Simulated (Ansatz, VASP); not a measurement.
**One calculation of InP, two programs**

The input INCAR:

```
PREC = Accurate ; ENCUT = 520
EDIFF = 1E-6 ; ISMEAR = 0
SIGMA = 0.05 ; LREAL = F
LASPH = T ; NELM = 60
ALGO = Normal ; ISIF = 2
LWAVE = F ; LCHARG = F
GGA = PE ; NBANDS = 16
```

Contents of KPOINTS:

```
regular mesh
0
Gamma
  14 14 14
```

Contents of POSCAR:

```
InP
1.0
    0.0000000000      2.9395062300      2.9395062300
    2.9395062300      0.0000000000      2.9395062300
    2.9395062300      2.9395062300      0.0000000000
In P
1 1
Direct
    0.0000000000      0.0000000000      0.0000000000
    0.2500000000      0.2500000000      0.2500000000
```

Input for Ansatz:

```yaml
crystal:
  lattice:
    - [0.0, 2.93950623, 2.93950623]
    - [2.93950623, 0.0, 2.93950623]
    - [2.93950623, 2.93950623, 0.0]
  atoms:
    - { symbol: In, position: [0.0, 0.0, 0.0] }
    - { symbol: P, position: [0.25, 0.25, 0.25] }
basis:
  ecutwfc: 420
  ecutrho_ratio: 4
kpoints:
  mp_grid: { grid: [14, 14, 14] }
hamiltonian:
  xc: pbe
scf:
  occupations: { method: gaussian, width: 0.05 }
output:
  forces: true
  stress: true
  eigenvalues: true
```

Alike in both runs: task single point; functional PBE; k mesh 14 × 14 × 14; occupations gaussian, width 0.05 eV; no spin polarisation.

|  | VASP | Ansatz |
| --- | --- | --- |
| version | VASP 6.6.1 | Ansatz 0.2.0 |
| potentials or method | VASP PAW PBE potentials, release 64 (In_d, P), cutoff 520 eV | scalar-relativistic, plane waves, PAW |
| valence electrons in the cell | 18 | 18 |

|  | VASP | Ansatz | Ansatz less VASP |
| --- | --- | --- | --- |
| gap on the k mesh at the Fermi level (eV) | 0.66 | 0.67 | +0.003 |
| least direct gap on the mesh (eV) | 0.66 | 0.67 | +0.003 |
| pressure (GPa) | 2.6 | 2.7 | +0.06 |

With one functional, cell and mesh, what is left measures potentials, basis and numerics.
